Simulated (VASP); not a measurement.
# Si12O23 (a cell with a defect) in VASP: further runs

Runs on Si12O23 (a cell with a defect). Level: PBE+D3(BJ). Tasks: single point.

Everything below comes from runs of VASP 6.6.1. Logs are shortened: lines on timing, memory, paths and dates and some standing lists are left out, and cuts for length are marked.

## Step 1: The cell of the first run

The cell holds a defect, 35 atoms: a = 7.400 Å, b = 7.400 Å, c = 9.994 Å, α = 70.27°, β = 70.27°, γ = 71.58°.

## Step 2: Single point, PBE+D3(BJ)

File INCAR:

```
SYSTEM = Si12O23
ALGO = Normal
EDIFF = 1E-6
ENCUT = 520
GGA = PE
GGA_COMPAT = .FALSE.
ISIF = 2
ISMEAR = -1
IVDW = 12
LASPH = .TRUE.
LCHARG = .FALSE.
LREAL = Auto
LWAVE = .FALSE.
NBANDS = 116
NELM = 120
PREC = Accurate
SIGMA = 0.02
```

File KPOINTS:

```
k-points
0
G
  2 2 2
  0 0 0
```

File POSCAR:

```
Si12O23
1.0
   -2.4984000000      4.3273560000      5.4576000000
    4.9968000000      0.0000000000      5.4576000000
    4.9968000000      8.6547110000      0.0000000000
Si O
12 23
Direct
    0.7151589335      0.2683810840      0.1384717177
    0.1507945195      0.0912045277      0.1717155467
    0.5679951966      0.0831472469      0.9645941474
    0.7260934143      0.2724130720      0.6366801049
    0.1634028648      0.1607927523      0.6655050218
    0.5834856412      0.0801762248      0.4681486083
    0.2408768323      0.7873207271      0.3572191139
    0.6725952911      0.6822260589      0.4000055844
    0.1061737055      0.5567096132      0.2195648796
    0.2615498097      0.7535615946      0.8702372456
    0.6823429093      0.6781800312      0.9030052323
    0.1078995809      0.5863251699      0.6921180963
    0.9541886358      0.1895351622      0.1060185697
    0.3344650560      0.0794494852      0.0204557533
    0.1809709936      0.6509542116      0.0461933489
    0.1598474892      1.2247701083      0.2685161883
    0.6321298942      0.1325734553      0.0857835588
    0.9625672999      0.2186900294      0.6143817650
    0.3515162870      0.0778977412      0.5418319441
    0.1289991000      0.7534790955      0.5340263783
    0.1471321731      0.9842710078      0.8199018671
    0.1987133151      0.3596359593      0.6794805446
    0.6748301052      0.1179258682      0.5799660896
    0.4790816557      0.7542597398      0.3361234272
    0.8696724122      0.6187765397      0.2719762530
    0.6140967441      0.2500554474      0.3134014261
    0.6531257609      0.4978559893      0.5449382792
    0.7040249163      0.8644474891      0.4394888003
    0.2190460402      0.5930032122      0.3170595533
    0.4947185326      0.7415164425      0.8341095144
    0.8762347247      0.6089105773      0.7790186647
    0.6111730621      0.2519984785      0.8098878845
    0.6546830634      0.4996041691      0.0524119543
    0.7010399288      0.8669238282      0.9423273242
    0.2313486734      0.6206093301      0.7842044558
```

Potentials or basis: VASP PAW PBE potentials, release 64 (Si, O).

Started as:

```console
cat potpaw_PBE.64/Si/POTCAR potpaw_PBE.64/O/POTCAR > POTCAR
mpirun -np 1 vasp_std > vasp.out
```

OUTCAR:

```text
SYSTEM = Si12O23
   EDIFF = 1E-6
   ENCUT = 520
   GGA = PE
   ISIF = 2
   ISMEAR = -1
   IVDW = 12
   LASPH = .TRUE.
   LREAL = Auto
   NELM = 120
   PREC = Accurate
 IVDW          = 12

 ion  position               nearest neighbor table
   1  0.715  0.268  0.138-  17 1.62  33 1.63  26 1.63  13 1.63   6 3.06  11 3.15   3 3.15
   2  0.151  0.091  0.172-  16 1.63  13 1.65  14 1.66   7 2.45   3 3.08
   3  0.568  0.083  0.965-  17 1.62  14 1.63  32 1.63  34 1.64  11 3.06   4 3.07   2 3.08   1 3.15

   4  0.726  0.272  0.637-  18 1.62  23 1.62  27 1.63  32 1.63   3 3.07   6 3.12
   5  0.163  0.161  0.666-  18 1.62  19 1.63  22 1.63  21 1.65  10 3.04   6 3.06  12 3.14
   6  0.583  0.080  0.468-  23 1.62  19 1.63  26 1.63  28 1.63   1 3.06   5 3.06   8 3.06   4 3.12

   7  0.241  0.787  0.357-  20 1.65  24 1.65  29 1.68   2 2.45   9 3.06  12 3.12
   8  0.673  0.682  0.400-  27 1.62  24 1.63  28 1.63  25 1.64   6 3.06   9 3.12
   9  0.106  0.557  0.220-  15 1.60  25 1.61  29 1.61  16 2.27   7 3.06   8 3.12
  10  0.262  0.754  0.870-  35 1.61  30 1.62  21 1.64  15 1.64   5 3.04  11 3.10  12 3.12
  11  0.682  0.678  0.903-  31 1.62  30 1.62  33 1.63  34 1.63   3 3.06  10 3.10   1 3.15
  12  0.108  0.586  0.692-  35 1.62  31 1.62  22 1.63  20 1.64   7 3.12  10 3.12   5 3.14
  13  0.954  0.190  0.106-   1 1.63   2 1.65
  14  0.334  0.079  0.020-   3 1.63   2 1.66
  15  0.181  0.651  0.046-   9 1.60  10 1.64
  16  0.160  0.225  0.269-   2 1.63   9 2.27
  17  0.632  0.133  0.086-   3 1.62   1 1.62
  18  0.963  0.219  0.614-   5 1.62   4 1.62
[... 15 lines left out ...]
  34  0.701  0.867  0.942-  11 1.63   3 1.64
  35  0.231  0.621  0.784-  10 1.61  12 1.62

  LATTYP: Found a base centered monoclinic cell.
 ALAT       =    12.0045659460
 B/A-ratio  =     0.7209516483
 C/A-ratio  =     0.8324832096
 COS(beta)  =    -0.4162416409

  Lattice vectors:

 A1 = (   2.4984000000,  -4.3273560000,  -5.4576000000)
 A2 = (  -4.9968000000,   0.0000000000,  -5.4576000000)
 A3 = (   4.9968000000,   8.6547110000,   0.0000000000)

Analysis of symmetry for initial positions (statically):
=====================================================================
 Subroutine PRICEL returns:
 Original cell was already a primitive cell.

 Routine SETGRP: Setting up the symmetry group for a
 base centered monoclinic supercell.

 Subroutine GETGRP returns: Found  1 space group operations
 (whereof  1 operations were pure point group operations)
 out of a pool of  4 trial point group operations.

The static configuration has the point symmetry C_1 .

Analysis of symmetry for dynamics (positions and initial velocities):
=====================================================================
 Subroutine PRICEL returns:
 Original cell was already a primitive cell.

 Routine SETGRP: Setting up the symmetry group for a
 base centered monoclinic supercell.

 Subroutine GETGRP returns: Found  1 space group operations
 (whereof  1 operations were pure point group operations)
 out of a pool of  4 trial point group operations.

The dynamic configuration has the point symmetry C_1 .

 Subroutine INISYM returns: Found  1 space group operations
 (whereof  1 operations are pure point group operations),
 and found     1 'primitive' translations

----------------------------------------------------------------------------------------

                                     Primitive cell

  volume of cell :     472.0372

  direct lattice vectors                    reciprocal lattice vectors
    -2.498400000  4.327356000  5.457600000    -0.100064038  0.057772003  0.091615359
     4.996800000  0.000000000  5.457600000     0.100064038 -0.057772003  0.091615365
     4.996800000  8.654711000  0.000000000     0.050032025  0.086658004 -0.045807685

  length of vectors
     7.399554735  7.399554581  9.993599588     0.147457757  0.147457760  0.110050703

  position of ions in fractional coordinates (direct lattice)
     0.715158933  0.268381084  0.138471718
     0.150794520  0.091204528  0.171715547
     0.567995197  0.083147247  0.964594147
     0.726093414  0.272413072  0.636680105
     0.163402865  0.160792752  0.665505022
     0.583485641  0.080176225  0.468148608
[... 27 lines left out ...]
     0.701039929  0.866923828  0.942327324
     0.231348673  0.620609330  0.784204456

  ion indices of the primitive-cell ions
   primitive index   ion index
                 1           1
                 2           2
                 3           3
                 4           4
                 5           5
                 6           6
[... 27 lines left out ...]
                34          34
                35          35

----------------------------------------------------------------------------------------

 KPOINTS: k-points

Automatic generation of k-mesh.
 Grid dimensions read from file:
 generate k-points for:    2    2    2

 Generating k-lattice:

  Cartesian coordinates                     Fractional coordinates (reciprocal lattice)
    -0.050032019  0.028886001  0.045807680     0.500000000  0.000000000 -0.000000000
     0.050032019 -0.028886001  0.045807682     0.000000000  0.500000000  0.000000000
     0.025016012  0.043329002 -0.022903843     0.000000000  0.000000000  0.500000000

  Length of vectors
     0.073728878  0.073728880  0.055025351

  Shift w.r.t. Gamma in fractional coordinates (k-lattice)
     0.000000000  0.000000000  0.000000000

 Subroutine IBZKPT returns following result:
 ===========================================

 Found      8 irreducible k-points:

 Following reciprocal coordinates:
            Coordinates               Weight
  0.000000  0.000000  0.000000      1.000000
  0.500000  0.000000 -0.000000      1.000000
  0.000000  0.500000  0.000000      1.000000
  0.500000  0.500000  0.000000      1.000000
  0.000000  0.000000  0.500000      1.000000
  0.500000 -0.000000  0.500000      1.000000
  0.000000  0.500000  0.500000      1.000000
  0.500000  0.500000  0.500000      1.000000
   k-points           NKPTS =      8   k-points in BZ     NKDIM =      8   number of bands    NBANDS=    116
   number of dos      NEDOS =    301   number of ions     NIONS =     35
   total plane-waves  NPLWV = 250880
   dimension x,y,z NGX =    56 NGY =   56 NGZ =   80
   dimension x,y,z NGXF=   112 NGYF=  112 NGZF=  160
   ions per type =              12  23
   NGX,Y,Z   is equivalent  to a cutoff of  12.58, 12.58, 13.31 a.u.
   NGXF,Y,Z  is equivalent  to a cutoff of  25.16, 25.16, 26.62 a.u.
 SYSTEM =  Si12O23
   PREC   = accura    normal or accurate (medium, high low for compatibility)
   ISTART =      0    job   : 0-new  1-cont  2-samecut
   ICHARG =      2    charge: 1-file 2-atom 10-const
   ISPIN  =      1    spin polarized calculation?
   LNONCOLLINEAR =      F non collinear calculations
   LSORBIT =      F    spin-orbit coupling
   LASPH  =      T    aspherical Exc in radial PAW
   ENCUT  =  520.0 eV  38.22 Ry    6.18 a.u.  13.76 13.76 18.58*2*pi/ulx,y,z
   NELM   =    120;   NELMIN=  2; NELMDL= -5     # of ELM steps
   EDIFF  = 0.1E-05   stopping-criterion for ELM
   LREAL  =      T    real-space projection
   EDIFFG = 0.1E-04   stopping-criterion for IOM
   NSW    =      0    number of steps for IOM
[... 5 lines left out ...]
   TEBEG  =    0.0;   TEEND  =   0.0 temperature during run
   PSTRESS=    0.0 pullay stress
   NELECT =     186.0000    total number of electrons
   NUPDOWN=      -1.0000    fix difference up-down
   EMIN   =  10.00;   EMAX   =-10.00  energy-range for DOS
   EFERMI =   0.00;   METHOD = LEGACY
   ISMEAR =    -1;   SIGMA  =   0.02  broadening in eV -4-tet -1-fermi 0-gaus
   EFERMI_NEDOS =   21; number of points for ismear=-14 and -15
   IALGO  =     38    algorithm
   IMIX   =      4    mixing-type and parameters
     AMIX     =   0.40;   BMIX     =  1.00
     AMIX_MAG =   1.60;   BMIX_MAG =  1.00
  volume/ion in A,a.u.               =      13.49        91.01
  Fermi-wavevector in a.u.,A,eV,Ry     =   1.200200  2.268050 19.598930  1.440481
  Thomas-Fermi vector in A             =   2.336043
   LORBIT       =      0    0 simple, 1 ext, 2 COOP (PROOUT), +10 PAW based schemes
   GGA     = PE    functional components
   LHFCALC =     F    Hartree Fock is set to
   AEXX    =    0.0000 exact exchange contribution
   IVDW    =    12    specifies the selected vdW correction
   LEPSILON=     F    determine dielectric tensor
   LRPA    =     F    only Hartree local field effects (RPA)
 non-spin polarized calculation
  energy-cutoff  :      520.00
  volume of cell :      472.04
 maximum number of plane-waves:     12746
 NGX is ok and might be reduce to    56
   NGX = 27   NGY = 27   NGZ = 37

 number of electron     186.0000012 magnetization

 Free energy of the ion-electron system (eV)
  ---------------------------------------------------
  ext. energy  EPLUGINS =         0.00000000
  ---------------------------------------------------
  free energy    TOTEN  =      -272.09346351 eV

  energy without entropy =     -272.09346351  energy(sigma->0) =     -272.09346351

 E-fermi :   2.2010     XC(G=0):  -8.9386

 val. band max:        1.6500747782   @ k =   0.0000   0.5000   0.0000
 cond. band min:       5.8809642875   @ k =   0.0000   0.5000   0.0000
 fundamental gap:      4.2308895093
 Fermi energy:         2.2010313242

 k-point     1 :       0.0000    0.0000    0.0000
  band No.  band energies     occupation
      1     -18.5529      2.00000
      2     -18.1449      2.00000
      3     -18.0870      2.00000
      4     -17.9425      2.00000
      5     -17.6428      2.00000
      6     -17.6105      2.00000
[... 97 lines left out ...]
    104       9.7119      0.00000
    105       9.8018      0.00000

 k-point     2 :       0.5000    0.0000   -0.0000
  band No.  band energies     occupation
      1     -18.3265      2.00000
      2     -18.3099      2.00000
      3     -18.1361      2.00000
      4     -17.8603      2.00000
      5     -17.7081      2.00000
      6     -17.6400      2.00000
[... 640 lines left out ...]
 k-point     8 :       0.5000    0.5000    0.5000
  band No.  band energies     occupation
      1     -18.3106      2.00000
      2     -18.1261      2.00000
      3     -18.0413      2.00000
      4     -17.9520      2.00000
      5     -17.8813      2.00000
      6     -17.7765      2.00000
[... 97 lines left out ...]
    104       9.7035      0.00000
    105       9.8272      0.00000
 [bands above 105 left out]

------------------------ aborting loop because EDIFF is reached ----------------------------------------

 Edisp (eV)   -4.75326

 E8    (eV) :    -1.6156

  FORCE on cell =-STRESS in cart. coord.  units (eV):
  Direction    XX          YY          ZZ          XY          YZ          ZX
  --------------------------------------------------------------------------------------
  -------------------------------------------------------------------------------------
  Total      -7.87489    -9.38245    -9.31015     4.72484     6.14826    -3.85712
  in kB     -26.72876   -31.84570   -31.60028    16.03694    20.86828   -13.09174
  external pressure =      -30.06 kB  Pullay stress =        0.00 kB

 VOLUME and BASIS-vectors are now :
 -----------------------------------------------------------------------------
  energy-cutoff  :      520.00
  volume of cell :      472.04
      direct lattice vectors                 reciprocal lattice vectors
    -2.498400000  4.327356000  5.457600000    -0.100064038  0.057772003  0.091615359
     4.996800000  0.000000000  5.457600000     0.100064038 -0.057772003  0.091615365
     4.996800000  8.654711000  0.000000000     0.050032025  0.086658004 -0.045807685

 POSITION                                       TOTAL-FORCE (eV/Angst)
 -----------------------------------------------------------------------------------
      0.24621      4.29318      5.36777        -0.092202      0.069630      0.016250
      0.93701      2.13869      1.32073         0.730675      0.707615      0.811089
      3.81627     10.80620      3.55367        -0.002176      0.039383      0.003510
      2.72849      8.65235      5.44945         0.016194     -0.000263     -0.000765
      3.72060      6.46686      1.76933         0.005997     -0.004564     -0.012979
      1.28209      6.57664      3.62200        -0.018552      0.021354     -0.007760
[... 27 lines left out ...]
      7.28899     11.18922      8.55732        -0.004932     -0.018955     -0.017900
      6.44157      7.78819      4.64965         0.027687     -0.055622     -0.002817
 -----------------------------------------------------------------------------------
    total drift:                                0.011321      0.013271     -0.019749

  FREE ENERGIE OF THE ION-ELECTRON SYSTEM (eV)
  ---------------------------------------------------
  free  energy   TOTEN  =      -276.8467270803 eV

  energy  without entropy=     -276.8467270803  energy(sigma->0) =     -276.84672708
```

It took 9 min on 1 thread of AMD EPYC 9R45 (Zen 5), shared host; peak memory 0.63 GiB.

What came out:

```
Free energy                : -276.8467 eV
Pressure                   : -3.0 GPa
Largest force              : 3.322 eV/Å
Band gap on the k mesh     : 4.23 eV
Dispersion energy per atom : -0.136 eV
```

Forces on the atoms (eV/Å):
```
Si  -0.092  0.070  0.016
Si   0.731  0.708  0.811
Si  -0.002  0.039  0.004
Si   0.016  0.000 -0.001
Si   0.006 -0.005 -0.013
Si  -0.019  0.021 -0.008
Si  -0.346 -0.345 -0.271
Si   0.014 -0.065 -0.064
Si  -1.884  0.596 -1.855
Si   0.044  0.064 -0.032
Si  -0.033  0.024  0.001
Si  -0.021 -0.036  0.025
O   -0.305  0.243 -0.316
O    0.036  0.137 -0.100
O    0.157 -0.009  0.046
O    2.111 -0.973  2.373
O   -0.011 -0.003 -0.003
O    0.022  0.006 -0.001
O    0.007 -0.016  0.004
O   -0.149 -0.133 -0.011
O    0.005 -0.002  0.010
O    0.022  0.000  0.003
O   -0.006 -0.019 -0.009
O    0.015 -0.045 -0.084
O    0.033 -0.064 -0.189
O   -0.005  0.007  0.010
O   -0.007  0.005 -0.029
O   -0.015 -0.035 -0.021
O   -0.219 -0.206 -0.244
O    0.002  0.046 -0.052
O   -0.004 -0.014  0.029
O   -0.004  0.015 -0.040
O   -0.123  0.064  0.032
O   -0.005 -0.019 -0.018
O    0.028 -0.056 -0.003
```

Caveat: the k points lie up to 0.46 Å⁻¹ apart.

[end of part 1 of 2]
